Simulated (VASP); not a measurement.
# KIr12 in VASP: single point with PBEsol

Aim: the single point of KIr12 with PBEsol.

Program: VASP 6.6.1. These are calculated values, not measurements. Logs are shortened: lines on timing, memory, paths and dates and some standing lists are left out, and cuts for length are marked.

### Step 1. The cell of the first run

The cell holds a slab with vacuum, 13 atoms: a = 5.431 Å, b = 5.431 Å, c = 15.434 Å, α = 90.00°, β = 90.00°, γ = 60.00°.

### Step 2. Single point, PBEsol

Contents of INCAR:

```
SYSTEM = KIr12
PREC     = Accurate       ! precision mode
ENCUT    = 520            ! plane-wave cutoff, eV
EDIFF    = 1E-7           ! SCF threshold, eV
ISMEAR   = 0              ! smearing method
SIGMA    = 0.1            ! smearing width, eV
LREAL    = .FALSE.        ! projectors in reciprocal space
LASPH    = .TRUE.         ! aspherical terms in the spheres
NELM     = 80             ! most SCF steps
ALGO     = Normal         ! electronic algorithm
ISIF     = 2              ! what is computed and relaxed
LWAVE    = .FALSE.        ! write WAVECAR
LCHARG   = .FALSE.        ! write CHGCAR
GGA      = PS             ! functional
NBANDS   = 70             ! bands
```

Contents of KPOINTS:

```
regular mesh
0
G
  4 4 1
  0 0 0
```

Contents of POSCAR:

```
KIr12
1.0
    5.4305800000      0.0000000000      0.0000000000
    2.7152900000      4.7030200000      0.0000000000
    0.0000000000      0.0000000000     15.4340500000
Ir K
12 1
Direct
    0.1666666312      0.1666667375      0.0647918077
    0.6666666312      0.1666667375      0.0647918077
    0.1666666312      0.6666667375      0.0647918077
    0.6666666312      0.6666667375      0.0647918077
   -0.1676973420      0.3336641137      0.2043718920
    0.3336798935      0.3337240752      0.2043004914
   -0.1667512781      0.8332705368      0.2057539661
    0.3336340071      0.8323253994      0.2043563420
    0.0016021858      0.0016127935      0.3444557326
    0.4960091295      0.0017091146      0.3443220023
    0.0016492586      0.4960912350      0.3443661903
    0.4997821757      0.4998224545      0.3455555736
    0.8322029952      0.8334516970      0.5265229800
```

Potentials or basis: VASP PAW PBE potentials, release 64 (Ir, K_sv).

Launch:

```bash
> cat potpaw_PBE.64/Ir/POTCAR potpaw_PBE.64/K_sv/POTCAR > POTCAR
> mpirun -np 1 vasp_std > vasp.out
```

OUTCAR:

```text
SYSTEM = KIr12
   PREC = Accurate
   ENCUT = 520
   EDIFF = 1E-7
   ISMEAR = 0
   LREAL = .FALSE.
   LASPH = .TRUE.
   NELM = 80
   ISIF = 2
   GGA = PS

 ion  position               nearest neighbor table
   1  0.167  0.167  0.065-   6 2.67   8 2.67   5 2.67   3 2.72   3 2.72   4 2.72   4 2.72   2 2.72
                             2 2.72
   2  0.667  0.167  0.065-   5 2.66   6 2.66   7 2.68   4 2.72   3 2.72   4 2.72   3 2.72   1 2.72
                             1 2.72
   3  0.167  0.667  0.065-   8 2.66   6 2.66   7 2.68   1 2.72   1 2.72   2 2.72   2 2.72   4 2.72
                             4 2.72
   4  0.667  0.667  0.065-   8 2.66   5 2.66   7 2.68   2 2.72   1 2.72   2 2.72   1 2.72   3 2.72
                             3 2.72
   5  0.832  0.334  0.204-   2 2.66   4 2.66  11 2.67   9 2.67   1 2.67  12 2.68   6 2.71   8 2.71
                             7 2.71   7 2.72   8 2.72   6 2.72
   6  0.334  0.334  0.204-   3 2.66   2 2.66   1 2.67  10 2.67  11 2.67  12 2.68   8 2.71   5 2.71
                             7 2.72   7 2.72   5 2.72   8 2.72
   7  0.833  0.833  0.206-  10 2.66   9 2.66  11 2.66   4 2.68   2 2.68   3 2.68   8 2.71   5 2.71
                             6 2.72   6 2.72   5 2.72   8 2.72
   8  0.334  0.832  0.204-   3 2.66   4 2.66  10 2.66   1 2.67   9 2.67  12 2.68   6 2.71   5 2.71
                             7 2.71   7 2.72   5 2.72   6 2.72
   9  0.002  0.002  0.344-   7 2.66   5 2.67   8 2.67  10 2.69  11 2.69  12 2.72  12 2.72  11 2.75
                            10 2.75  13 3.23
  10  0.496  0.002  0.344-   7 2.66   8 2.66   6 2.67  11 2.68   9 2.69  12 2.72  12 2.72   9 2.75
                            11 2.75  13 3.23
  11  0.002  0.496  0.344-   7 2.66   5 2.67   6 2.67  10 2.68   9 2.69  12 2.72  12 2.72   9 2.75
                            10 2.75  13 3.23
  12  0.500  0.500  0.346-   5 2.68   6 2.68   8 2.68   9 2.72  11 2.72  10 2.72  10 2.72  11 2.72
                             9 2.72
  13  0.832  0.833  0.527-  10 3.23   9 3.23  11 3.23

  LATTYP: Found a hexagonal cell.
 ALAT       =     5.4305797945
 C/A-ratio  =     2.8420630180

  Lattice vectors:

 A1 = (  -2.7152900000,  -4.7030200000,   0.0000000000)
 A2 = (   5.4305800000,   0.0000000000,   0.0000000000)
 A3 = (   0.0000000000,   0.0000000000,  15.4340500000)

Analysis of symmetry for initial positions (statically):
=====================================================================
 Subroutine PRICEL returns:
 Original cell was already a primitive cell.

 Routine SETGRP: Setting up the symmetry group for a
 hexagonal supercell.

 Subroutine GETGRP returns: Found  1 space group operations
 (whereof  1 operations were pure point group operations)
 out of a pool of 24 trial point group operations.

The static configuration has the point symmetry C_1 .

Analysis of symmetry for dynamics (positions and initial velocities):
=====================================================================
 Subroutine PRICEL returns:
 Original cell was already a primitive cell.

 Routine SETGRP: Setting up the symmetry group for a
 hexagonal supercell.

 Subroutine GETGRP returns: Found  1 space group operations
 (whereof  1 operations were pure point group operations)
 out of a pool of 24 trial point group operations.

The dynamic configuration has the point symmetry C_1 .

 Subroutine INISYM returns: Found  1 space group operations
 (whereof  1 operations are pure point group operations),
 and found     1 'primitive' translations

----------------------------------------------------------------------------------------

                                     Primitive cell

  volume of cell :     394.1876

  direct lattice vectors                    reciprocal lattice vectors
     5.430580000  0.000000000  0.000000000     0.184142394 -0.106314666  0.000000000
     2.715290000  4.703020000  0.000000000     0.000000000  0.212629332  0.000000000
     0.000000000  0.000000000 15.434050000     0.000000000  0.000000000  0.064791808

  length of vectors
     5.430580000  5.430579795 15.434050000     0.212629324  0.212629332  0.064791808

  position of ions in fractional coordinates (direct lattice)
     0.166666631  0.166666738  0.064791808
     0.666666631  0.166666738  0.064791808
     0.166666631  0.666666738  0.064791808
     0.666666631  0.666666738  0.064791808
     0.832302658  0.333664114  0.204371892
     0.333679893  0.333724075  0.204300491
     0.833248722  0.833270537  0.205753966
[... 37 lines left out ...]

  Length of vectors
     0.053157331  0.053157333  0.064791808

  Shift w.r.t. Gamma in fractional coordinates (k-lattice)
     0.000000000  0.000000000  0.000000000

 Subroutine IBZKPT returns following result:
 ===========================================

 Found     10 irreducible k-points:

 Following reciprocal coordinates:
            Coordinates               Weight
  0.000000  0.000000  0.000000      1.000000
  0.250000  0.000000  0.000000      2.000000
  0.250000  0.250000  0.000000      2.000000
  0.000000  0.250000  0.000000      2.000000
  0.500000  0.000000  0.000000      1.000000
  0.500000  0.500000  0.000000      1.000000
  0.000000  0.500000  0.000000      1.000000
  0.500000  0.250000  0.000000      2.000000
  0.250000  0.500000  0.000000      2.000000
 -0.250000  0.250000  0.000000      2.000000
   k-points           NKPTS =     10   k-points in BZ     NKDIM =     10   number of bands    NBANDS=     70
   number of dos      NEDOS =    301   number of ions     NIONS =     13
   total plane-waves  NPLWV = 192000
   dimension x,y,z NGX =    40 NGY =   40 NGZ =  120
   dimension x,y,z NGXF=    80 NGYF=   80 NGZF=  240
   ions per type =              12   1
   NGX,Y,Z   is equivalent  to a cutoff of  12.25, 12.25, 12.93 a.u.
   NGXF,Y,Z  is equivalent  to a cutoff of  24.49, 24.49, 25.85 a.u.
 SYSTEM =  KIr12
   PREC   = accura    normal or accurate (medium, high low for compatibility)
   ISTART =      0    job   : 0-new  1-cont  2-samecut
   ICHARG =      2    charge: 1-file 2-atom 10-const
   ISPIN  =      1    spin polarized calculation?
   LNONCOLLINEAR =      F non collinear calculations
   LSORBIT =      F    spin-orbit coupling
   LASPH  =      T    aspherical Exc in radial PAW
   ENCUT  =  520.0 eV  38.22 Ry    6.18 a.u.  10.10 10.10 28.70*2*pi/ulx,y,z
   NELM   =     80;   NELMIN=  2; NELMDL= -5     # of ELM steps
   EDIFF  = 0.1E-06   stopping-criterion for ELM
   LREAL  =      F    real-space projection
   EDIFFG = 0.1E-05   stopping-criterion for IOM
   NSW    =      0    number of steps for IOM
   IBRION =     -1    ionic relax: 0-MD 1-quasi-New 2-CG
   NFREE  =      0    steps in history (QN), initial steepest desc. (CG)
   ISIF   =      2    stress and relaxation
   ISYM   =      2    0-nonsym 1-usesym 2-fastsym
   POTIM  = 0.5000    time-step for ionic-motion
   TEBEG  =    0.0;   TEEND  =   0.0 temperature during run
   PSTRESS=    0.0 pullay stress
   NELECT =     117.0000    total number of electrons
   NUPDOWN=      -1.0000    fix difference up-down
   EMIN   =  10.00;   EMAX   =-10.00  energy-range for DOS
   EFERMI =   0.00;   METHOD = LEGACY
   ISMEAR =     0;   SIGMA  =   0.10  broadening in eV -4-tet -1-fermi 0-gaus
   EFERMI_NEDOS =   21; number of points for ismear=-14 and -15
   IALGO  =     38    algorithm
   IMIX   =      4    mixing-type and parameters
     AMIX     =   0.40;   BMIX     =  1.00
     AMIX_MAG =   1.60;   BMIX_MAG =  1.00
  volume/ion in A,a.u.               =      30.32       204.62
  Fermi-wavevector in a.u.,A,eV,Ry     =   1.092033  2.063643 16.225441  1.192536
  Thomas-Fermi vector in A             =   2.228290
   LORBIT       =      0    0 simple, 1 ext, 2 COOP (PROOUT), +10 PAW based schemes
   GGA     = PS    functional components
   LHFCALC =     F    Hartree Fock is set to
   AEXX    =    0.0000 exact exchange contribution
   IVDW    =     0    specifies the selected vdW correction
   LEPSILON=     F    determine dielectric tensor
   LRPA    =     F    only Hartree local field effects (RPA)
 non-spin polarized calculation
 Gauss-broadening in eV      SIGMA  =   0.10
  energy-cutoff  :      520.00
  volume of cell :      394.19
 maximum number of plane-waves:     10640
   NGX = 21   NGY = 21   NGZ = 57

 number of electron     117.0000005 magnetization

 Free energy of the ion-electron system (eV)
  ---------------------------------------------------
  ext. energy  EPLUGINS =         0.00000000
  ---------------------------------------------------
  free energy    TOTEN  =      -111.99897571 eV

  energy without entropy =     -111.89471529  energy(sigma->0) =     -111.94684550

 E-fermi :   2.9066     XC(G=0):  -7.9096

 val. band max:        2.9012248752   @ k =   0.2500   0.2500   0.0000
 cond. band min:       2.9214085238   @ k =   0.2500   0.0000   0.0000
 fundamental gap:      0.0201836487
 Fermi energy:         2.9065923507

 k-point     1 :       0.0000    0.0000    0.0000
  band No.  band energies     occupation
      1     -28.5489      2.00000
      2     -12.1326      2.00000
      3     -12.1150      2.00000
      4     -12.1148      2.00000
      5      -7.4889      2.00000
      6      -5.4388      2.00000
[... 719 lines left out ...]
     69       3.6930      0.00000
     70       3.7275      0.00000

------------------------ aborting loop because EDIFF is reached ----------------------------------------

  FORCE on cell =-STRESS in cart. coord.  units (eV):
  Direction    XX          YY          ZZ          XY          YZ          ZX
  --------------------------------------------------------------------------------------
  -------------------------------------------------------------------------------------
  Total      -14.8932962    -14.9114869      0.2317923      0.0155450      0.0239992      0.0491059
  in kB      -60.5338737    -60.6078099      0.9421211      0.0631827      0.0975449      0.1995912
  external PRESSURE =     -40.0665208 kB  Pullay stress =       0.0000000 kB

 VOLUME and BASIS-vectors are now :
 -----------------------------------------------------------------------------
  energy-cutoff  :      520.00
  volume of cell :      394.19
      direct lattice vectors                 reciprocal lattice vectors
     5.430580000  0.000000000  0.000000000     0.184142394 -0.106314666  0.000000000
     2.715290000  4.703020000  0.000000000     0.000000000  0.212629332  0.000000000
     0.000000000  0.000000000 15.434050000     0.000000000  0.000000000  0.064791808

 POSITION                                       TOTAL-FORCE (eV/Angst)
 -----------------------------------------------------------------------------------
      1.35764      0.78384      1.00000        -0.005503     -0.001970     -0.111221
      4.07293      0.78384      1.00000         0.000066     -0.073895     -0.045103
      2.71529      3.13535      1.00000        -0.064833      0.036977     -0.046735
      5.43058      3.13535      1.00000         0.059730      0.033974     -0.040522
      5.42588      1.56923      3.15429         0.005346     -0.000095      0.002078
      2.71823      1.56951      3.15318        -0.006138     -0.003500      0.009156
      6.78760      3.91889      3.17562        -0.004068     -0.002660     -0.005151
      4.07183      3.91444      3.15405         0.002457      0.004380      0.001818
      0.01308      0.00759      5.31635        -0.007109     -0.003867      0.042284
      2.69826      0.00804      5.31428         0.016409     -0.004898      0.061365
      1.35599      2.33313      5.31496         0.004420      0.015843      0.055828
      4.07127      2.35067      5.33332        -0.000320      0.000171      0.061473
      6.78241      3.91974      8.12638        -0.000457     -0.000460      0.014730
 -----------------------------------------------------------------------------------
    total drift:                                0.000027     -0.000023      0.000352

  FREE ENERGIE OF THE ION-ELECTRON SYSTEM (eV)
  ---------------------------------------------------
  free  energy   TOTEN  =      -111.9989757094 eV

  energy  without entropy=     -111.8947152936  energy(sigma->0) =     -111.94684550
```

It took 19 min on 1 thread of Oxide Virtual Turin-like, shared host; peak memory 0.55 GiB.

What came out:

```
Free energy            : -111.9990 eV
Largest force          : 0.111 eV/Å
Band gap on the k mesh : zero (an odd number of electrons rules out a gap without spin polarisation)
```

Forces on the atoms (eV/Å):
```
Ir  -0.006 -0.002 -0.111
Ir   0.000 -0.074 -0.045
Ir  -0.065  0.037 -0.047
Ir   0.060  0.034 -0.041
Ir   0.005  0.000  0.002
Ir  -0.006 -0.004  0.009
Ir  -0.004 -0.003 -0.005
Ir   0.002  0.004  0.002
Ir  -0.007 -0.004  0.042
Ir   0.016 -0.005  0.061
Ir   0.004  0.016  0.056
Ir   0.000  0.000  0.061
K    0.000  0.000  0.015
```

Levels at points of the mesh, in eV from the Fermi level:
```tsv
k point	band 57	band 58	band 59	band 60	band 61	band 62
(0.00, 0.00, 0.00)	0.54	0.69	0.69	0.72	0.77	0.77
(0.50, 0.00, 0.00)	-0.75	-0.69	-0.55	-0.52	-0.34	-0.34
(0.50, 0.50, 0.00)	-0.75	-0.69	-0.55	-0.52	-0.34	-0.33
(0.00, 0.50, 0.00)	-0.75	-0.69	-0.55	-0.52	-0.34	-0.34
```

Caveat: the PAW data sets were made with another functional, which shifts forces and pressure a little; spin-orbit coupling is left out, which moves the levels of the heavy elements.
